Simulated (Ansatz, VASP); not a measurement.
# Ba2MgTiO4: VASP beside Ansatz

The input INCAR:

```
PREC = Accurate
ENCUT = 520
EDIFF = 1E-6
ISMEAR = -1
SIGMA = 0.05
LREAL = F
LASPH = T
NELM = 100
ALGO = Normal
ISIF = 2
LWAVE = F
LCHARG = F
GGA = PE
NBANDS = 39
```

The input KPOINTS:

```
regular mesh
0
Gamma
  7 7 3
```

The input POSCAR:

```
Ba2MgTiO4
1.0
    2.6791720324     -2.6809765938      0.0000000000
    2.6791720324      2.6809765938      0.0000000000
   -0.0116964056      0.0000000000     11.1729335742
Ba Ti Mg O
2 1 1 4
Direct
    0.1744790000      0.1645080000      0.5477650000
    0.6620200000      0.6594880000      0.9259350000
    0.6688200000      0.6602180000      0.3004600000
    0.1654200000      0.1623310000      0.1646800000
    0.1730960000      0.6744960000      0.2412520000
    0.6696480000      0.6677390000      0.4657630000
    0.1636390000      0.1736740000      0.9871690000
    0.6734540000      0.1566740000      0.2472090000
```

The input input.yaml:

```yaml
crystal:
  lattice:
    - [2.6791720324, -2.6809765938, 0.0]
    - [2.6791720324, 2.6809765938, 0.0]
    - [-0.0116964056, 0.0, 11.1729335742]
  atoms:
    - { symbol: Ba, position: [0.174479, 0.164508, 0.547765] }
    - { symbol: Ba, position: [0.66202, 0.659488, 0.925935] }
    - { symbol: Ti, position: [0.66882, 0.660218, 0.30046] }
    - { symbol: Mg, position: [0.16542, 0.162331, 0.16468] }
    - { symbol: O, position: [0.173096, 0.674496, 0.241252] }
    - { symbol: O, position: [0.669648, 0.667739, 0.465763] }
    - { symbol: O, position: [0.163639, 0.173674, 0.987169] }
    - { symbol: O, position: [0.673454, 0.156674, 0.247209] }
hamiltonian:
  xc: pbe
  pseudopotentials: { kind: paw }
kpoints:
  mp_grid: { grid: [7, 7, 3] }
scf:
  occupations: { method: fermi_dirac, width: 0.05 }
output:
  forces: true
  stress: true
  eigenvalues: true
```

Change from the starting cell: atoms moved at random, drawn with an rms of 0.05 Å.

Alike in both runs: task single point; functional PBE; k mesh 7 × 7 × 3; occupations fermi-dirac, width 0.05 eV; no spin polarisation.

|  | VASP | Ansatz |
| --- | --- | --- |
| version | VASP 6.6.1 | Ansatz 0.2.0 |
| potentials or method | VASP PAW PBE potentials, release 64 (Ba_sv, Ti_sv, Mg, O) | Ansatz PAW |
| plane-wave cutoff (eV) | 520 | 420 |
| valence electrons in the cell | 58 | 66 |

Ansatz gave:

- gap on the k mesh at the Fermi level (eV): none
- pressure (GPa): -1.3
- traceless stress, the component that is largest in VASP (GPa): -0.53
- rms of the force components (eV/Å): 0.220

Task: Estimate VASP's values.

Result: gap on the k mesh at the Fermi level (eV): none; pressure (GPa): -0.7; traceless stress, the component that is largest in VASP (GPa): -0.92; rms of the force components (eV/Å): 0.234.

Atom by atom the forces differ by 0.035 eV/Å (rms over components). A gap of «none» marks a metal or a gap that the smearing closes. VASP's potentials hold 58 valence electrons a cell and Ansatz's 66, so a difference there can come from the potentials and not from the codes.

Spin-orbit coupling is off throughout.
